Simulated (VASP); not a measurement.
Set up this calculation in VASP 6.6.1, as the native input.

```yaml
Task: single point
Functional: PBEsol
Potentials_or_basis: VASP PAW PBE potentials, release 64 (As, Al)
Cutoff: 500 eV
k_mesh: 3 × 3 × 3
Occupations: gaussian, width 0.05 eV
Spin: no spin polarisation
Dipole_correction: no
Further_INCAR_settings: LREAL = Auto; ALGO = Normal; EDIFF = 1e-06; NBANDS = 141
```

The structure of AlAs lies in POSCAR:

```
AlAs
1.0
    0.0000000000      8.4912000000      8.4912000000
    8.4912000000      0.0000000000      8.4912000000
    8.4912000000      8.4912000000      0.0000000000
As Al
27 27
Direct
    0.2500000000      0.2500000000      0.2500000000
    0.2500000000      0.2500000000      0.5833333333
    0.2500000000      0.2500000000      0.9166666667
    0.2500000000      0.5833333333      0.2500000000
    0.2500000000      0.5833333333      0.5833333333
    0.2500000000      0.5833333333      0.9166666667
    0.2500000000      0.9166666667      0.2500000000
    0.2500000000      0.9166666667      0.5833333333
    0.2500000000      0.9166666667      0.9166666667
    0.5833333333      0.2500000000      0.2500000000
    0.5833333333      0.2500000000      0.5833333333
    0.5833333333      0.2500000000      0.9166666667
    0.5833333333      0.5833333333      0.2500000000
    0.5833333333      0.5833333333      0.5833333333
    0.5833333333      0.5833333333      0.9166666667
    0.5833333333      0.9166666667      0.2500000000
    0.5833333333      0.9166666667      0.5833333333
    0.5833333333      0.9166666667      0.9166666667
    0.9166666667      0.2500000000      0.2500000000
    0.9166666667      0.2500000000      0.5833333333
    0.9166666667      0.2500000000      0.9166666667
    0.9166666667      0.5833333333      0.2500000000
    0.9166666667      0.5833333333      0.5833333333
    0.9166666667      0.5833333333      0.9166666667
    0.9166666667      0.9166666667      0.2500000000
    0.9166666667      0.9166666667      0.5833333333
    0.9166666667      0.9166666667      0.9166666667
    0.0000000000      0.0000000000      0.0000000000
    0.0000000000      0.0000000000      0.3333333333
    0.0000000000      0.0000000000      0.6666666667
    0.0000000000      0.3333333333      0.0000000000
    0.0000000000      0.3333333333      0.3333333333
    0.0000000000      0.3333333333      0.6666666667
    0.0000000000      0.6666666667      0.0000000000
    0.0000000000      0.6666666667      0.3333333333
    0.0000000000      0.6666666667      0.6666666667
    0.3333333333      0.0000000000      0.0000000000
    0.3333333333      0.0000000000      0.3333333333
    0.3333333333      0.0000000000      0.6666666667
    0.3333333333      0.3333333333      0.0000000000
    0.3333333333      0.3333333333      0.3333333333
    0.3333333333      0.3333333333      0.6666666667
    0.3333333333      0.6666666667      0.0000000000
    0.3333333333      0.6666666667      0.3333333333
    0.3333333333      0.6666666667      0.6666666667
    0.6666666667      0.0000000000      0.0000000000
    0.6666666667      0.0000000000      0.3333333333
    0.6666666667      0.0000000000      0.6666666667
    0.6666666667      0.3333333333      0.0000000000
    0.6666666667      0.3333333333      0.3333333333
    0.6666666667      0.3333333333      0.6666666667
    0.6666666667      0.6666666667      0.0000000000
    0.6666666667      0.6666666667      0.3333333333
    0.6666666667      0.6666666667      0.6666666667
```

One way to write it, as run:

INCAR

```
SYSTEM = AlAs
PREC = Accurate
ENCUT = 500
EDIFF = 1E-6
ISMEAR = 0
SIGMA = 0.05
LREAL = Auto
LASPH = .TRUE.
NELM = 120
ALGO = Normal
ISIF = 2
LWAVE = .FALSE.
LCHARG = .FALSE.
GGA = PS
NBANDS = 141
GGA_COMPAT = .FALSE.
```

KPOINTS

```
regular mesh
0
G
  3 3 3
  0 0 0
```

Potentials or basis: VASP PAW PBE potentials, release 64 (As, Al).

Command:

```bash
$ cat potpaw_PBE.64/As/POTCAR potpaw_PBE.64/Al/POTCAR > POTCAR
$ mpirun -np 1 vasp_std > vasp.out
```

Results of the run:

```
Pressure               : 0.8 GPa
Band gap on the k mesh : 1.39 eV
```

Caveat: the PAW data sets were made with another functional, which shifts forces and pressure a little; an odd mesh through Γ misses points on the zone boundary, where band edges can lie.

Run time: 32 min on 1 thread of Intel Xeon 8259CL, with other jobs on the host, peak memory 1.5 GiB.
